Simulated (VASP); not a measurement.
ScGa3Te:

```
CELL_PARAMETERS angstrom
4.52400 0.00000 0.00000
-2.26200 3.91790 0.00000
0.00000 0.00000 5.58509
ATOMIC_POSITIONS crystal
Sc 0.33333 0.66667 0.50000
Ga 0.00000 0.00000 0.75525
Ga 0.00000 0.00000 0.24475
Ga 0.66667 0.33333 0.50000
Te 0.66667 0.33333 0.00000
```

The cell was generated, and may not be a known phase.

| Quantity | Value |
| --- | --- |
| Program | VASP 6.6.1 |
| Task | relaxation of cell and atoms |
| Functional | PBE |
| Potentials or basis | VASP PAW PBE potentials, release 64 (Sc_sv, Ga_d, Te) |
| Cutoff | 600 eV |
| k mesh | 6 × 6 × 4 |
| Occupations | gaussian, width 0.1 eV |
| Spin | no spin polarisation |

At the start: pressure 13.2 GPa; volume 19.80 Å³/atom.

Question: Where does the relaxation end?

Answer: Over 8 steps the energy falls by 164.9 meV/atom and the volume is 24.31 Å³/atom (+22.8 %); space group P-6m2 (No. 187, to 0.1 Å) before and after.

Step by step:
```tsv
step	energy change (eV)	largest force (eV/Å)	pressure (GPa)	volume (Å³)
1	0.0000	0.3179	13.23	98.99
2	-0.7928	0.2060	-1.11	124.27
3	-0.8016	0.2160	-0.09	121.12
4	-0.8016	0.2141	-0.26	121.59
5	-0.8128	0.1756	-0.14	121.28
6	-0.8200	0.1176	0.08	120.73
7	-0.8223	0.0876	0.01	120.96
8	-0.8246	0.0072	-0.21	121.54
```

Final structure:
```cif
data_structure
_symmetry_space_group_name_H-M 'P 1'
_symmetry_Int_Tables_number 1
_cell_length_a 4.7557
_cell_length_b 4.7557
_cell_length_c 6.2053
_cell_angle_alpha 90.000
_cell_angle_beta 90.000
_cell_angle_gamma 120.000
_cell_volume 121.54
loop_
_atom_site_label
_atom_site_type_symbol
_atom_site_fract_x
_atom_site_fract_y
_atom_site_fract_z
_atom_site_occupancy
Sc1 Sc 0.33333 0.66667 0.50000 1
Ga1 Ga 0.00000 0.00000 0.74277 1
Ga2 Ga 0.00000 0.00000 0.25723 1
Ga3 Ga 0.66667 0.33333 0.50000 1
Te1 Te 0.66667 0.33333 0.00000 1
```

Caveat: the volume moved by over 15 % at a fixed basis, so the end points are rough.
